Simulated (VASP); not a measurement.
# CoO (R3m) in VASP: a series of runs

CoO is run at these levels: LDA, PBE; tasks: single point.

Program: VASP 6.6.1. These are calculated values, not measurements. Logs are shortened: lines on timing, memory, paths and dates and some standing lists are left out, and cuts for length are marked.

### 1 The cell of the first run

It takes space group R3m (No. 160, trigonal). Conventional cell: a = 3.204 Å, b = 3.204 Å, c = 7.699 Å, α = 90.00°, β = 90.00°, γ = 120.00°. Within 2.5 Å of Co (site symmetry 3m) lie 4 O at 1.91 to 1.96 Å. O (site symmetry 3m) has 4 Co at 1.91 to 1.96 Å within 2.5 Å.

### 2 Single point, LDA, collinear spin, ferromagnetic start

Contents of INCAR:

```
SYSTEM = CoO
PREC = Accurate
ENCUT = 520
EDIFF = 1E-7
ISMEAR = 0
SIGMA = 0.1
LREAL = .False.
LASPH = .True.
NELM = 150
ALGO = Normal
ISIF = 2
LWAVE = .False.
LCHARG = .False.
ISPIN = 2
MAGMOM = 2 0
LORBIT = 11
LMAXMIX = 4
GGA = CA
NBANDS = 18
```

Contents of KPOINTS:

```
Automatic mesh
0
Gamma
  10 10 10
  0 0 0
```

Contents of POSCAR:

```
CoO
1.0
    1.6022198417      0.9250420569      2.5664708903
   -1.6022198417      0.9250420569      2.5664708903
    0.0000000000     -1.8500841138      2.5664708903
Co O
1 1
Direct
    0.9989783200      0.9989783200      0.9989783200
    0.7510210300      0.7510210300      0.7510210300
```

Potentials or basis: VASP PAW LDA potentials, release 64 (Co, O).

Started as:

```sh
$ cat potpaw_LDA.64/Co/POTCAR potpaw_LDA.64/O/POTCAR > POTCAR
$ mpirun -np 1 vasp_std > vasp.out
```

OUTCAR:

```text
SYSTEM = CoO
   PREC = Accurate
   ENCUT = 520
   EDIFF = 1E-7
   ISMEAR = 0
   LREAL = .False.
   LASPH = .True.
   NELM = 150
   ISIF = 2
   ISPIN = 2
   LORBIT = 11
   GGA = CA

 ion  position               nearest neighbor table
   1  0.999  0.999  0.999-   2 1.91   2 1.96   2 1.96   2 1.96
   2  0.751  0.751  0.751-   1 1.91   1 1.96   1 1.96   1 1.96

  LATTYP: Found a trigonal (rhomboedric) cell.
 ALAT       =     3.1637926700
 COS(alpha) =     0.4870699110

  Lattice vectors:

 A1 = (   1.6022198417,   0.9250420569,   2.5664708903)
 A2 = (  -1.6022198417,   0.9250420569,   2.5664708903)
 A3 = (   0.0000000000,  -1.8500841138,   2.5664708903)

Analysis of symmetry for initial positions (statically):
=====================================================================
 Subroutine PRICEL returns:
 Original cell was already a primitive cell.

 Routine SETGRP: Setting up the symmetry group for a
 trigonal (rhombohedral) supercell.

 Subroutine GETGRP returns: Found  6 space group operations
 (whereof  6 operations were pure point group operations)
 out of a pool of 12 trial point group operations.

The static configuration has the point symmetry C_3v.

Analysis of symmetry for dynamics (positions and initial velocities):
=====================================================================
 Subroutine PRICEL returns:
 Original cell was already a primitive cell.

 Routine SETGRP: Setting up the symmetry group for a
 trigonal (rhombohedral) supercell.

 Subroutine GETGRP returns: Found  6 space group operations
 (whereof  6 operations were pure point group operations)
 out of a pool of 12 trial point group operations.

The dynamic configuration has the point symmetry C_3v.

Analysis of structural, dynamic, and magnetic symmetry:
=====================================================================
 Subroutine PRICEL returns:
 Original cell was already a primitive cell.

 Routine SETGRP: Setting up the symmetry group for a
 trigonal (rhombohedral) supercell.

 Subroutine GETGRP returns: Found  6 space group operations
 (whereof  6 operations were pure point group operations)
 out of a pool of 12 trial point group operations.

The overall configuration has the point symmetry C_3v.

 Subroutine INISYM returns: Found  6 space group operations
 (whereof  6 operations are pure point group operations),
 and found     1 'primitive' translations

----------------------------------------------------------------------------------------

                                     Primitive cell

  volume of cell :      22.8229

  direct lattice vectors                    reciprocal lattice vectors
     1.602219842  0.925042057  2.566470890     0.312067038  0.180171988  0.129880037
    -1.602219842  0.925042057  2.566470890    -0.312067038  0.180171988  0.129880037
     0.000000000 -1.850084114  2.566470890     0.000000000 -0.360343977  0.129880037

  length of vectors
     3.163792670  3.163792670  3.163792670     0.383036037  0.383036037  0.383036037

  position of ions in fractional coordinates (direct lattice)
     0.998978320  0.998978320  0.998978320
     0.751021030  0.751021030  0.751021030

  ion indices of the primitive-cell ions
   primitive index   ion index
                 1           1
                 2           2

----------------------------------------------------------------------------------------

 KPOINTS: Automatic mesh

Automatic generation of k-mesh.
 Grid dimensions read from file:
 generate k-points for:   10   10   10

 Generating k-lattice:

  Cartesian coordinates                     Fractional coordinates (reciprocal lattice)
     0.031206704  0.018017199  0.012988004     0.100000000  0.000000000  0.000000000
    -0.031206704  0.018017199  0.012988004     0.000000000  0.100000000  0.000000000
     0.000000000 -0.036034398  0.012988004     0.000000000  0.000000000  0.100000000

  Length of vectors
     0.038303604  0.038303604  0.038303604

  Shift w.r.t. Gamma in fractional coordinates (k-lattice)
     0.000000000  0.000000000  0.000000000

 Subroutine IBZKPT returns following result:
 ===========================================

 Found    116 irreducible k-points:

 Following reciprocal coordinates:
            Coordinates               Weight
  0.000000  0.000000  0.000000      1.000000
  0.100000  0.000000 -0.000000      6.000000
  0.200000  0.000000 -0.000000      6.000000
  0.300000  0.000000  0.000000      6.000000
  0.400000 -0.000000 -0.000000      6.000000
  0.500000  0.000000 -0.000000      3.000000
[... 16 lines left out ...]
  0.300000  0.300000  0.000000      6.000000
  0.400000  0.300000  0.000000     12.000000
 [... further k-points ...]
   k-points           NKPTS =    116   k-points in BZ     NKDIM =    116   number of bands    NBANDS=     18
   number of dos      NEDOS =    301   number of ions     NIONS =      2
   total plane-waves  NPLWV =  13824
   dimension x,y,z NGX =    24 NGY =   24 NGZ =   24
   dimension x,y,z NGXF=    48 NGYF=   48 NGZF=   48
   ions per type =               1   1
   NGX,Y,Z   is equivalent  to a cutoff of  12.61, 12.61, 12.61 a.u.
   NGXF,Y,Z  is equivalent  to a cutoff of  25.22, 25.22, 25.22 a.u.
 SYSTEM =  CoO
   PREC   = accura    normal or accurate (medium, high low for compatibility)
   ISTART =      0    job   : 0-new  1-cont  2-samecut
   ICHARG =      2    charge: 1-file 2-atom 10-const
   ISPIN  =      2    spin polarized calculation?
   LNONCOLLINEAR =      F non collinear calculations
   LSORBIT =      F    spin-orbit coupling
   LASPH  =      T    aspherical Exc in radial PAW
   ENCUT  =  520.0 eV  38.22 Ry    6.18 a.u.   5.88  5.88  5.88*2*pi/ulx,y,z
   NELM   =    150;   NELMIN=  2; NELMDL= -5     # of ELM steps
   EDIFF  = 0.1E-06   stopping-criterion for ELM
   LREAL  =      F    real-space projection
   EDIFFG = 0.1E-05   stopping-criterion for IOM
   NSW    =      0    number of steps for IOM
   IBRION =     -1    ionic relax: 0-MD 1-quasi-New 2-CG
   NFREE  =      0    steps in history (QN), initial steepest desc. (CG)
   ISIF   =      2    stress and relaxation
   ISYM   =      2    0-nonsym 1-usesym 2-fastsym
   POTIM  = 0.5000    time-step for ionic-motion
   TEBEG  =    0.0;   TEEND  =   0.0 temperature during run
   PSTRESS=    0.0 pullay stress
   NELECT =      15.0000    total number of electrons
   NUPDOWN=      -1.0000    fix difference up-down
   EMIN   =  10.00;   EMAX   =-10.00  energy-range for DOS
   EFERMI =   0.00;   METHOD = LEGACY
   ISMEAR =     0;   SIGMA  =   0.10  broadening in eV -4-tet -1-fermi 0-gaus
   EFERMI_NEDOS =   21; number of points for ismear=-14 and -15
   IALGO  =     38    algorithm
   IMIX   =      4    mixing-type and parameters
     AMIX     =   0.40;   BMIX     =  1.00
     AMIX_MAG =   1.60;   BMIX_MAG =  1.00
  volume/ion in A,a.u.               =      11.41        77.01
  Fermi-wavevector in a.u.,A,eV,Ry     =   1.423360  2.689761 27.564786  2.025955
  Thomas-Fermi vector in A             =   2.543966
   LORBIT       =     11    0 simple, 1 ext, 2 COOP (PROOUT), +10 PAW based schemes
   GGA     = CA    functional components
   LHFCALC =     F    Hartree Fock is set to
   AEXX    =    0.0000 exact exchange contribution
   IVDW    =     0    specifies the selected vdW correction
   LEPSILON=     F    determine dielectric tensor
   LRPA    =     F    only Hartree local field effects (RPA)
 spin polarized calculation
 Gauss-broadening in eV      SIGMA  =   0.10
  energy-cutoff  :      520.00
  volume of cell :       22.82
 maximum number of plane-waves:       628
   NGX = 11   NGY = 11   NGZ = 11

 number of electron      15.0000011 magnetization       2.4191267

 Free energy of the ion-electron system (eV)
  ---------------------------------------------------
  ext. energy  EPLUGINS =         0.00000000
  ---------------------------------------------------
  free energy    TOTEN  =       -14.96415164 eV

  energy without entropy =      -14.94761753  energy(sigma->0) =      -14.95588459

 E-fermi :   5.6048     XC(G=0): -11.7425

 val. band max:        5.6002171739   @ k =  -0.3000   0.4000   0.2000
 cond. band min:       5.6069457077   @ k =   0.4000   0.2000   0.1000
 fundamental gap:      0.0067285337
 Fermi energy:         5.6047894287

 spin component 1

 k-point     1 :       0.0000    0.0000    0.0000
  band No.  band energies     occupation
      1     -14.1515      1.00000
      2      -0.4925      1.00000
      3      -0.4299      1.00000
      4      -0.4299      1.00000
      5       3.5297      1.00000
      6       3.5297      1.00000
[... 10 lines left out ...]
     17      26.1650      0.00000
     18      28.3148      0.00000

 k-point     2 :       0.1000    0.0000   -0.0000
  band No.  band energies     occupation
      1     -14.0920      1.00000
      2      -0.5963      1.00000
      3      -0.4444      1.00000
      4      -0.3964      1.00000
      5       3.5095      1.00000
      6       3.5116      1.00000
[... 10 lines left out ...]
     17      27.9524      0.00000
     18      29.3916      0.00000

 k-point     3 :       0.2000    0.0000   -0.0000
  band No.  band energies     occupation
      1     -13.9340      1.00000
      2      -0.9220      1.00000
      3      -0.3529      1.00000
      4      -0.3120      1.00000
      5       3.4797      1.00000
      6       3.4858      1.00000
[... 412 lines left out ...]
 k-point    23 :       0.3000    0.3000    0.0000
  band No.  band energies     occupation
      1     -13.5949      1.00000
      2      -1.3957      1.00000
      3      -0.0211      1.00000
      4       0.0305      1.00000
      5       2.9487      1.00000
      6       3.7404      1.00000
[... 10 lines left out ...]
     17      32.2392      0.00000
     18      32.4261      0.00000

 k-point    24 :       0.4000    0.3000    0.0000
  band No.  band energies     occupation
      1     -13.4669      1.00000
      2      -1.4302      1.00000
      3       0.0935      1.00000
      4       0.1053      1.00000
      5       2.9173      1.00000
      6       3.7676      1.00000
[... 10 lines left out ...]
     17      32.2380      0.00000
     18      34.1157      0.00000

 [... further k-points ...]

 spin component 2

 k-point     1 :       0.0000    0.0000    0.0000
  band No.  band energies     occupation
      1     -13.7090      1.00000
      2       0.4159      1.00000
      3       0.4903      1.00000
      4       0.4903      1.00000
      5       5.1702      1.00000
      6       5.1702      1.00000
[... 10 lines left out ...]
     17      26.5396      0.00000
     18      28.7874      0.00000

 k-point     2 :       0.1000    0.0000   -0.0000
  band No.  band energies     occupation
      1     -13.6475      1.00000
      2       0.2579      1.00000
      3       0.4585      1.00000
      4       0.5168      1.00000
      5       5.1508      1.00000
      6       5.1519      1.00000
[... 10 lines left out ...]
     17      28.2668      0.00000
     18      29.8577      0.00000

 k-point     3 :       0.2000    0.0000   -0.0000
  band No.  band energies     occupation
      1     -13.4838      1.00000
      2      -0.2022      1.00000
      3       0.5305      1.00000
      4       0.5816      1.00000
      5       5.1293      1.00000
      6       5.1321      1.00000
[... 412 lines left out ...]
 k-point    23 :       0.3000    0.3000    0.0000
  band No.  band energies     occupation
      1     -13.1314      1.00000
      2      -0.7755      1.00000
      3       0.7526      1.00000
      4       0.7960      1.00000
      5       4.5752      1.00000
      6       5.4187      0.99575
[... 10 lines left out ...]
     17      32.6469      0.00000
     18      32.8262      0.00000

 k-point    24 :       0.4000    0.3000    0.0000
  band No.  band energies     occupation
      1     -12.9976      1.00000
      2      -0.8591      1.00000
      3       0.7998      1.00000
      4       0.8337      1.00000
      5       4.5572      1.00000
      6       5.4641      0.97669
[... 10 lines left out ...]
     17      32.6123      0.00000
     18      34.5265      0.00000

 [... further k-points ...]

------------------------ aborting loop because EDIFF is reached ----------------------------------------

  FORCE on cell =-STRESS in cart. coord.  units (eV):
  Direction    XX          YY          ZZ          XY          YZ          ZX
  --------------------------------------------------------------------------------------
  -------------------------------------------------------------------------------------
  Total       -2.7129839     -2.7129839     -2.1124595      0.0000000      0.0000000      0.0000000
  in kB     -190.4524766   -190.4524766   -148.2954427      0.0000000      0.0000000      0.0000000
  external PRESSURE =    -176.4001320 kB  Pullay stress =       0.0000000 kB

 VOLUME and BASIS-vectors are now :
 -----------------------------------------------------------------------------
  energy-cutoff  :      520.00
  volume of cell :       22.82
      direct lattice vectors                 reciprocal lattice vectors
     1.602219842  0.925042057  2.566470890     0.312067038  0.180171988  0.129880037
    -1.602219842  0.925042057  2.566470890    -0.312067038  0.180171988  0.129880037
     0.000000000 -1.850084114  2.566470890     0.000000000 -0.360343977  0.129880037

 POSITION                                       TOTAL-FORCE (eV/Angst)
 -----------------------------------------------------------------------------------
      0.00000      0.00000      7.69155         0.000000      0.000000      0.194552
      0.00000      0.00000      5.78242         0.000000      0.000000     -0.194552
 -----------------------------------------------------------------------------------
    total drift:                               -0.000000     -0.000000     -0.000064

  FREE ENERGIE OF THE ION-ELECTRON SYSTEM (eV)
  ---------------------------------------------------
  free  energy   TOTEN  =       -14.9641516448 eV

  energy  without entropy=      -14.9476175315  energy(sigma->0) =      -14.95588459

 total charge

# of ion       s       p       d       tot
------------------------------------------
    1        0.346   0.451   7.239   8.036
    2        1.542   3.395   0.000   4.937
--------------------------------------------------
tot          1.888   3.845   7.239  12.973

 magnetization (x)

# of ion       s       p       d       tot
------------------------------------------
    1        0.014   0.045   2.034   2.093
    2        0.018   0.236   0.000   0.254
--------------------------------------------------
tot          0.032   0.282   2.034   2.347
```

Wall time 3.6 min (1 thread of Intel Xeon 8259CL, shared host); peak memory 0.19 GiB.

Results:

| Property | Result |
| --- | --- |
| Free energy | -14.9642 eV |
| Pressure | -17.6 GPa |
| Largest force | 0.195 eV/Å |
| Net moment | 2.42 μB per cell |
| Site moments | Co +2.09; O +0.25 μB |
| Valence electrons inside the program's atomic spheres | Co 8.04; O 4.94 |

Forces on the atoms (eV/Å):
```
Co   0.000  0.000  0.195
O    0.000  0.000 -0.195
```

Levels at points of the mesh, in eV from the Fermi level:
Spin up:
```tsv
k point	band 6	band 7	band 8	band 9	band 10	band 11	band 12	band 13
(0.00, 0.00, 0.00)	-2.08	0.25	0.52	0.52	0.66	13.92	13.92	14.51
(0.50, 0.00, 0.00)	-1.97	-1.97	-0.28	-0.24	5.73	6.96	13.53	13.88
(0.50, 0.50, 0.00)	-1.75	-1.49	-1.41	-1.35	5.34	9.89	11.04	14.07
(0.50, 0.50, 0.50)	-1.98	-1.98	-0.41	-0.41	5.68	7.28	13.43	13.43
```
Spin down:
| k point | band 2 | band 3 | band 4 | band 5 | band 6 | band 7 | band 8 | band 9 | band 10 | band 11 |
| --- | --- | --- | --- | --- | --- | --- | --- | --- | --- | --- |
| (0.00, 0.00, 0.00) | -5.19 | -5.11 | -5.11 | -0.43 | -0.43 | 0.63 | 2.24 | 2.24 | 2.34 | 14.33 |
| (0.50, 0.00, 0.00) | -6.58 | -4.91 | -4.89 | -0.26 | -0.25 | -0.11 | 1.41 | 1.45 | 6.10 | 7.54 |
| (0.50, 0.50, 0.00) | -6.64 | -4.62 | -4.58 | -1.12 | -0.05 | 0.07 | 0.51 | 0.60 | 6.11 | 10.43 |
| (0.50, 0.50, 0.50) | -6.55 | -4.83 | -4.83 | -0.25 | -0.24 | -0.24 | 1.29 | 1.29 | 6.06 | 7.88 |

Caveat: the cell stands under tension; a cell with one magnetic atom can't hold antiferromagnetic order, which such compounds often take; semilocal functionals often make such compounds metallic where correlation or magnetic order opens a gap, which also shifts bond lengths.

(Part 1 of 2 ends here.)
